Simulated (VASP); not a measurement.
# Li2CaO2 (P6/mmm) in VASP: notebook

Runs on Li2CaO2. Level: PBE. Tasks: single point, relaxation of cell and atoms.

Program: VASP 6.6.1. These are calculated values, not measurements. Logs are shortened: lines on timing, memory, paths and dates and some standing lists are left out, and cuts for length are marked.

### 1 The cell of the first run

The structure is hexagonal, space group P6/mmm (No. 191). The conventional cell has a = 3.479 Å, b = 3.479 Å, c = 6.439 Å, α = 90.00°, β = 90.00°, γ = 120.00°. Within 2.8 Å of Li (site symmetry 6mm) lie 1 Li at 2.14 Å and 1 Ca at 2.15 Å. Ca (site symmetry 6/mmm) has 6 O at 2.01 Å and 2 Li at 2.15 Å within 2.7 Å. O (site symmetry -6m2) has 3 O at 2.01 Å and 3 Ca at 2.01 Å within 2.7 Å.

### 2 Single point, PBE

Input file INCAR:

```
ALGO = Normal
EDIFF = 1E-7
ENCUT = 520
GGA = PE
ISIF = 2
ISMEAR = 0
LASPH = T
LCHARG = T
LELF = T
LREAL = F
LVHAR = T
LWAVE = F
NBANDS = 22
NELM = 80
PREC = Accurate
SIGMA = 0.1
```

Input file KPOINTS:

```
k-points
0
Gamma
  6 6 4
```

Input file POSCAR:

```
Li2CaO2
1.0
    3.4790883300      0.0000000000      0.0000000000
   -1.7395441700      3.0129788800      0.0000000000
    0.0000000000      0.0000000000      6.4392901400
Li Ca O
2 1 2
Direct
    0.0000000000      0.0000000000      0.8337046000
    0.0000000000      0.0000000000      0.1662954000
    0.0000000000      0.0000000000      0.5000000000
    0.3333333300      0.6666666700      0.5000000000
    0.6666666700      0.3333333300      0.5000000000
```

Potentials or basis: VASP PAW PBE potentials, release 64 (Li_sv, Ca_sv, O).

Command:

```sh
$ cat potpaw_PBE.64/Li_sv/POTCAR potpaw_PBE.64/Ca_sv/POTCAR potpaw_PBE.64/O/POTCAR > POTCAR
$ mpirun -np 1 vasp_std > vasp.out
```

OUTCAR:

```text
EDIFF = 1E-7
   ENCUT = 520
   GGA = PE
   ISIF = 2
   ISMEAR = 0
   LASPH = T
   LREAL = F
   NELM = 80
   PREC = Accurate

 ion  position               nearest neighbor table
   1  0.000  0.000  0.834-   2 2.14   3 2.15
   2  0.000  0.000  0.166-   1 2.14   3 2.15
   3  0.000  0.000  0.500-   4 2.01   5 2.01   5 2.01   4 2.01   5 2.01   4 2.01   1 2.15   2 2.15

   4  0.333  0.667  0.500-   3 2.01   3 2.01   3 2.01
   5  0.667  0.333  0.500-   3 2.01   3 2.01   3 2.01

  LATTYP: Found a hexagonal cell.
 ALAT       =     3.4790883300
 C/A-ratio  =     1.8508556062

  Lattice vectors:

 A1 = (   3.4790883300,   0.0000000000,   0.0000000000)
 A2 = (  -1.7395441700,   3.0129788800,   0.0000000000)
 A3 = (   0.0000000000,   0.0000000000,   6.4392901400)

Analysis of symmetry for initial positions (statically):
=====================================================================
 Subroutine PRICEL returns:
 Original cell was already a primitive cell.

 Routine SETGRP: Setting up the symmetry group for a
 hexagonal supercell.

 Subroutine GETGRP returns: Found 24 space group operations
 (whereof 24 operations were pure point group operations)
 out of a pool of 24 trial point group operations.

The static configuration has the point symmetry D_6h.

Analysis of symmetry for dynamics (positions and initial velocities):
=====================================================================
 Subroutine PRICEL returns:
 Original cell was already a primitive cell.

 Routine SETGRP: Setting up the symmetry group for a
 hexagonal supercell.

 Subroutine GETGRP returns: Found 24 space group operations
 (whereof 24 operations were pure point group operations)
 out of a pool of 24 trial point group operations.

The dynamic configuration has the point symmetry D_6h.

 Subroutine INISYM returns: Found 24 space group operations
 (whereof 24 operations are pure point group operations),
 and found     1 'primitive' translations

----------------------------------------------------------------------------------------

                                     Primitive cell

  volume of cell :      67.4993

  direct lattice vectors                    reciprocal lattice vectors
     3.479088330  0.000000000  0.000000000     0.287431621  0.165948724  0.000000000
    -1.739544170  3.012978880  0.000000000     0.000000000  0.331897448  0.000000000
[... 87 lines left out ...]
   EDIFF  = 0.1E-06   stopping-criterion for ELM
   LREAL  =      F    real-space projection
   EDIFFG = 0.1E-05   stopping-criterion for IOM
   NSW    =      0    number of steps for IOM
   IBRION =     -1    ionic relax: 0-MD 1-quasi-New 2-CG
   NFREE  =      0    steps in history (QN), initial steepest desc. (CG)
   ISIF   =      2    stress and relaxation
   ISYM   =      2    0-nonsym 1-usesym 2-fastsym
   POTIM  = 0.5000    time-step for ionic-motion
   TEBEG  =    0.0;   TEEND  =   0.0 temperature during run
   PSTRESS=    0.0 pullay stress
   NELECT =      28.0000    total number of electrons
   NUPDOWN=      -1.0000    fix difference up-down
   EMIN   =  10.00;   EMAX   =-10.00  energy-range for DOS
   EFERMI =   0.00;   METHOD = LEGACY
   ISMEAR =     0;   SIGMA  =   0.10  broadening in eV -4-tet -1-fermi 0-gaus
   EFERMI_NEDOS =   21; number of points for ismear=-14 and -15
   IALGO  =     38    algorithm
   IMIX   =      4    mixing-type and parameters
     AMIX     =   0.40;   BMIX     =  1.00
     AMIX_MAG =   1.60;   BMIX_MAG =  1.00
  volume/ion in A,a.u.               =      13.50        91.10
  Fermi-wavevector in a.u.,A,eV,Ry     =   1.220940  2.307242 20.282130  1.490695
  Thomas-Fermi vector in A             =   2.356140
   LORBIT       =      0    0 simple, 1 ext, 2 COOP (PROOUT), +10 PAW based schemes
   GGA     = PE    functional components
   LHFCALC =     F    Hartree Fock is set to
   AEXX    =    0.0000 exact exchange contribution
   IVDW    =     0    specifies the selected vdW correction
   LEPSILON=     F    determine dielectric tensor
   LRPA    =     F    only Hartree local field effects (RPA)
 non-spin polarized calculation
 Gauss-broadening in eV      SIGMA  =   0.10
  energy-cutoff  :      520.00
  volume of cell :       67.50
 maximum number of plane-waves:      1842
 NGX is ok and might be reduce to    28
   NGX = 13   NGY = 13   NGZ = 23

 number of electron      27.9999988 magnetization

 Free energy of the ion-electron system (eV)
  ---------------------------------------------------
  ext. energy  EPLUGINS =         0.00000000
  ---------------------------------------------------
  free energy    TOTEN  =       -13.57404746 eV

  energy without entropy =      -13.56226951  energy(sigma->0) =      -13.56815849

 E-fermi :   3.0818     XC(G=0):  -8.9765

 val. band max:        3.0415612831   @ k =   0.0000   0.0000   0.5000
 cond. band min:       3.2041563892   @ k =   0.3333   0.1667   0.5000
 fundamental gap:      0.1625951061
 Fermi energy:         3.0817882695

 k-point     1 :       0.0000    0.0000    0.0000
  band No.  band energies     occupation
      1     -45.5297      2.00000
      2     -45.4395      2.00000
      3     -35.8213      2.00000
      4     -17.5734      2.00000
      5     -16.8924      2.00000
      6     -16.8408      2.00000
[... 514 lines left out ...]
     21       9.7275      0.00000
     22       9.7275      0.00000

------------------------ aborting loop because EDIFF is reached ----------------------------------------

  FORCE on cell =-STRESS in cart. coord.  units (eV):
  Direction    XX          YY          ZZ          XY          YZ          ZX
  --------------------------------------------------------------------------------------
  -------------------------------------------------------------------------------------
  Total       20.6058500     20.6058501      9.8906366     -0.0000000      0.0000000      0.0000000
  in kB      489.1044117    489.1044130    234.7660502     -0.0000008      0.0000000      0.0000000
  external PRESSURE =     404.3249583 kB  Pullay stress =       0.0000000 kB

 VOLUME and BASIS-vectors are now :
 -----------------------------------------------------------------------------
  energy-cutoff  :      520.00
  volume of cell :       67.50
      direct lattice vectors                 reciprocal lattice vectors
     3.479088330  0.000000000  0.000000000     0.287431621  0.165948724  0.000000000
    -1.739544170  3.012978880  0.000000000     0.000000000  0.331897448  0.000000000
     0.000000000  0.000000000  6.439290140     0.000000000  0.000000000  0.155296621

 POSITION                                       TOTAL-FORCE (eV/Angst)
 -----------------------------------------------------------------------------------
      0.00000      0.00000      5.36847         0.000000      0.000000      0.665354
      0.00000      0.00000      1.07082         0.000000     -0.000000     -0.665354
      0.00000      0.00000      3.21965         0.000000     -0.000000      0.000000
     -0.00000      2.00865      3.21965        -0.000000      0.000000      0.000000
      1.73954      1.00433      3.21965         0.000000     -0.000000      0.000000
 -----------------------------------------------------------------------------------
    total drift:                                0.000000      0.000000      0.000000

  FREE ENERGIE OF THE ION-ELECTRON SYSTEM (eV)
  ---------------------------------------------------
  free  energy   TOTEN  =       -13.5740474617 eV

  energy  without entropy=      -13.5622695140  energy(sigma->0) =      -13.56815849
```

OSZICAR:

```text
N       E                     dE             d eps       ncg     rms          rms(c)
DAV:   1     0.271674766586E+03    0.27167E+03   -0.14142E+04   924   0.133E+03
DAV:   2     0.221998840918E+01   -0.26945E+03   -0.25359E+03  1108   0.367E+02
DAV:   3    -0.233836972286E+02   -0.25604E+02   -0.25153E+02  1534   0.989E+01
[... 11 lines left out ...]
DAV:  15    -0.135740474043E+02    0.95155E-05   -0.51562E-05  1074   0.190E-02    0.827E-03
DAV:  16    -0.135740478719E+02   -0.46766E-06   -0.29752E-06  1146   0.747E-03    0.156E-03
DAV:  17    -0.135740476573E+02    0.21469E-06   -0.13755E-07   762   0.172E-03    0.221E-04
DAV:  18    -0.135740475245E+02    0.13280E-06   -0.77162E-09   582   0.627E-04    0.633E-05
DAV:  19    -0.135740474617E+02    0.62800E-07   -0.45247E-09   540   0.332E-04
   1 F= -.13574047E+02 E0= -.13568158E+02  d E =-.117779E-01
```

stdout:

```text
POSCAR found type information on POSCAR LiCaO
 POSCAR found :  3 types and       5 ions
 scaLAPACK will be used
 LDA part: xc-table for (Slater+PW92), standard interpolation
 POSCAR, INCAR and KPOINTS ok, starting setup
 FFT: planning ... GRIDC
 FFT: planning ... GRID_SOFT
 FFT: planning ... GRID
 WAVECAR not read
 entering main loop
```

Wall time 35 s (1 thread of AMD EPYC 7R13 (Zen 3), shared host); peak memory 0.16 GiB.

Results:

```
Free energy            : -13.5740 eV
Largest force          : 0.665 eV/Å
Band gap on the k mesh : zero (band 14 reaches 3.95 eV, above the bottom of band 15 at 2.71 eV)
```

Forces in eV/Å, atoms in the order of the input:
```
Li   0.000  0.000  0.665
Li   0.000  0.000 -0.665
Ca   0.000  0.000  0.000
O    0.000  0.000  0.000
O    0.000  0.000  0.000
```

Caveat: the cutoff is under 1.25 times the usual one of these potentials, so pressure, stress and relaxed cells hold a basis-set (Pulay) error.

### 3 Single point, PBE

This run uses another cell than the first one, of 25.72 Å³/atom, 1.905 times its volume.

Input file INCAR:

```
ALGO = Normal ; EDIFF = 1E-6
ENCUT = 520 ; GGA = PE
ISIF = 2 ; ISMEAR = 0
LASPH = True ; LCHARG = False
LREAL = False ; LWAVE = False
NBANDS = 22 ; NELM = 100
PREC = Accurate ; SIGMA = 0.1
```

KPOINTS is that of step 2.

Input file POSCAR:

```
Li2CaO2
1.0
    3.9747065342      0.0000000033      0.0000000000
   -1.9873532699      3.4421968295      0.0000000000
    0.0000000000      0.0000000000      9.4001764902
Li Ca O
2 1 2
Direct
    0.0000000000      0.0000000000      0.8538366759
    0.0000000000      0.0000000000      0.1461633241
    0.0000000000      0.0000000000      0.5000000000
    0.3333333333      0.6666666667      0.5000000000
    0.6666666667      0.3333333333      0.5000000000
```

Potentials or basis: VASP PAW PBE potentials, release 64 (Li_sv, Ca_sv, O).

Command:

```sh
$ cat potpaw_PBE.64/Li_sv/POTCAR potpaw_PBE.64/Ca_sv/POTCAR potpaw_PBE.64/O/POTCAR > POTCAR
$ mpirun -np 1 vasp_std > vasp.out
```

Run time: 95 s. Hardware: 1 thread of AMD EPYC 7R13 (Zen 3), shared host; peak memory 0.23 GiB.

Results (log left out):

```
Free energy            : -17.6562 eV
Band gap on the k mesh : zero (band 14 reaches 0.80 eV, above the bottom of band 15 at -0.06 eV)
```

Levels at points of the mesh, in eV from the Fermi level:
```tsv
k point	band 10	band 11	band 12	band 13	band 14	band 15	band 16	band 17	band 18	band 19
(0.00, 0.00, 0.00)	-3.92	-2.92	-2.20	-0.28	0.24	0.24	0.42	0.84	6.05	6.05
(0.50, 0.00, 0.00)	-2.86	-2.35	-1.20	-0.43	-0.18	0.26	0.80	2.35	2.57	2.82
(0.00, 0.00, 0.50)	-3.92	-3.02	-1.88	-0.53	-0.28	0.24	0.24	2.08	4.32	5.93
(0.50, 0.00, 0.50)	-2.86	-2.36	-1.21	-0.43	-0.18	0.38	0.88	2.07	2.07	3.47
```

Caveat: the cutoff is under 1.25 times the usual one of these potentials, so pressure, stress and relaxed cells hold a basis-set (Pulay) error.

### 4 Relaxation of cell and atoms, PBE

Input file INCAR:

```
SYSTEM = Li2CaO2
PREC = Accurate ; ENCUT = 600
EDIFF = 1E-7 ; ISMEAR = 0
SIGMA = 0.1 ; LREAL = .False.
LASPH = .True. ; NELM = 100
ALGO = Normal ; ISIF = 3
LWAVE = .False. ; LCHARG = .False.
GGA = PE ; IBRION = 2
NSW = 90 ; EDIFFG = -0.04
```

Input file KPOINTS:

```
regular mesh
0
Gamma
  6 6 4
  0 0 0
```

Input file POSCAR:

```
Li2CaO2
1.0
    3.4790883300      0.0000000000      0.0000000000
   -1.7395441700      3.0129788800      0.0000000000
    0.0000000000      0.0000000000      6.4392901400
Li Ca O
2 1 2
Direct
    0.0000000000      0.0000000000      0.8337046000
    0.0000000000      0.0000000000      0.1662954000
    0.0000000000      0.0000000000      0.5000000000
    0.3333333300      0.6666666700      0.5000000000
    0.6666666700      0.3333333300      0.5000000000
```

Command:

```sh
$ cat potpaw_PBE.64/Li_sv/POTCAR potpaw_PBE.64/Ca_sv/POTCAR potpaw_PBE.64/O/POTCAR > POTCAR
$ mpirun -np 1 vasp_std > vasp.out
```

It took 6 min on 1 thread of AMD EPYC 7R13 (Zen 3), shared host; peak memory 0.18 GiB.

The run converged. Its results:

```yaml
Free_energy: -17.2721 eV
Relaxed_volume: 22.26 Å³/atom
Relaxed_cell: a = 3.951 Å, b = 3.951 Å, c = 8.230 Å, α = 90.00°, β = 90.00°, γ = 120.00°
Space_group_after_relaxing_to_0.05_Å: P6/mmm (No. 191)
Energy_gained_by_relaxing: 738.7 meV/atom
Ionic_steps: 14
Pressure_after_relaxing: 0.0 GPa
Largest_force_after_relaxing: 0.005 eV/Å
Band_gap_on_the_k_mesh: zero (band 14 reaches 1.30 eV, above the bottom of band 15 at 0.45 eV)
```

Forces on the atoms (eV/Å):
```
Li   0.000  0.000 -0.005
Li   0.000  0.000  0.005
Ca   0.000  0.000  0.000
O    0.000  0.000  0.000
O    0.000  0.000  0.000
```

Stress tensor (GPa, compression positive):
```
-0.08  0.00  0.00
 0.00 -0.08  0.00
 0.00  0.00  0.04
```

Step by step:
| step | energy change (eV) | largest force (eV/Å) | pressure (GPa) | volume (Å³) |
| --- | --- | --- | --- | --- |
| 1 | 0.0000 | 0.6658 | 40.33 | 67.50 |
| 2 | -2.7467 | 0.0486 | -2.34 | 106.15 |
| 3 | -2.9048 | 0.0458 | 3.06 | 94.97 |
| 4 | -2.9088 | 0.0330 | 2.35 | 96.18 |
| 5 | -3.4447 | 0.0710 | 0.99 | 103.64 |
| 6 | -3.6811 | 0.0942 | -0.99 | 113.44 |
| 7 | -3.6815 | 0.0950 | -0.89 | 113.00 |
| 8 | -3.6885 | 0.0964 | 0.40 | 110.35 |
| 9 | -3.6892 | 0.0960 | 0.08 | 110.97 |
| 10 | -3.6903 | 0.0832 | 0.06 | 111.06 |
| 11 | -3.6924 | 0.0476 | -0.03 | 111.32 |
| 12 | -3.6919 | 0.0186 | -0.13 | 111.85 |
| 13 | -3.6929 | 0.0185 | -0.07 | 111.54 |
| 14 | -3.6934 | 0.0052 | -0.04 | 111.28 |

Final structure:
```yaml
crystal:
  lattice:
    - [3.95134, 0.00000, 0.00000]
    - [-1.97567, 3.42196, 0.00000]
    - [0.00000, 0.00000, 8.22968]
  atoms:
    - { symbol: Li, position: [0.00000, 0.00000, 0.84483] }
    - { symbol: Li, position: [0.00000, 0.00000, 0.15517] }
    - { symbol: Ca, position: [0.00000, 0.00000, 0.50000] }
    - { symbol: O, position: [0.33333, 0.66667, 0.50000] }
    - { symbol: O, position: [0.66667, 0.33333, 0.50000] }
```

Levels at points of the mesh, in eV from the Fermi level:
| k point | band 12 | band 13 | band 14 | band 15 | band 16 | band 17 |
| --- | --- | --- | --- | --- | --- | --- |
| (0.00, 0.00, 0.00) | -2.24 | -0.43 | 0.18 | 0.18 | 1.04 | 1.24 |
| (0.50, 0.00, 0.00) | -1.41 | -0.53 | -0.29 | 0.20 | 0.80 | 2.40 |
| (0.00, 0.00, 0.50) | -1.75 | -0.44 | -0.34 | 0.18 | 0.18 | 2.98 |
| (0.50, 0.00, 0.50) | -1.43 | -0.51 | -0.29 | 0.45 | 0.92 | 1.98 |

Caveat: the cutoff is under 1.25 times the usual one of these potentials, so pressure, stress and relaxed cells hold a basis-set (Pulay) error; the volume moved by over 15 % at a fixed basis, so the end points are rough.

(Part 1 of 2 ends here.)
